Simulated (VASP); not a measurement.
TaSi4W, 6 atoms in the cell. The structure is hexagonal, space group P-6m2 (No. 187). Conventional cell: a = 4.954 Å, b = 4.954 Å, c = 4.310 Å, α = 90.00°, β = 90.00°, γ = 120.00°. Within 3.8 Å of Ta (site symmetry -6m2) lie 15 Si at 2.86 to 3.28 Å and 3 W at 2.86 Å. Si (site symmetry -6m2) has 6 Si at 2.57 Å and 3 W at 2.86 Å and 3 Ta at 2.86 Å within 3.4 Å. Si (site symmetry mm2) has 6 Si at 2.42 to 2.57 Å and 2 W at 2.60 Å and 4 Ta at 3.28 Å within 3.3 Å. W (site symmetry -6m2) has 9 Si at 2.60 to 2.86 Å and 3 Ta at 2.86 Å within 3.4 Å. The cell was generated, and may not be a known phase.

```yaml
Program: VASP 6.6.1
Task: single point
Functional: PBE
Potentials_or_basis: VASP PAW PBE potentials, release 64 (Ta_pv, Si, W_sv)
Cutoff: 500 eV
k_mesh: 4 × 4 × 4
Occupations: gaussian, width 0.2 eV
Spin: no spin polarisation
Dipole_correction: no
Further_INCAR_settings: ALGO = Normal; EDIFF = 1e-06; NBANDS = 30
```

Potentials or basis: VASP PAW PBE potentials, release 64 (Ta_pv, Si, W_sv).

Launch:

```sh
$ cat potpaw_PBE.64/Ta_pv/POTCAR potpaw_PBE.64/Si/POTCAR potpaw_PBE.64/W_sv/POTCAR > POTCAR
$ mpirun -np 1 vasp_std > vasp.out
```

Hardware: 1 thread of Intel(R) Xeon(R) Platinum 8488C (Sapphire Rapids), with other jobs on the host.

Question: How long does it take, and how much memory?

Answer: Run time: 23 s on 1 thread of Intel(R) Xeon(R) Platinum 8488C (Sapphire Rapids), on a shared host, peak memory 0.2 GiB. Counts: scf iterations 14, k points 12.
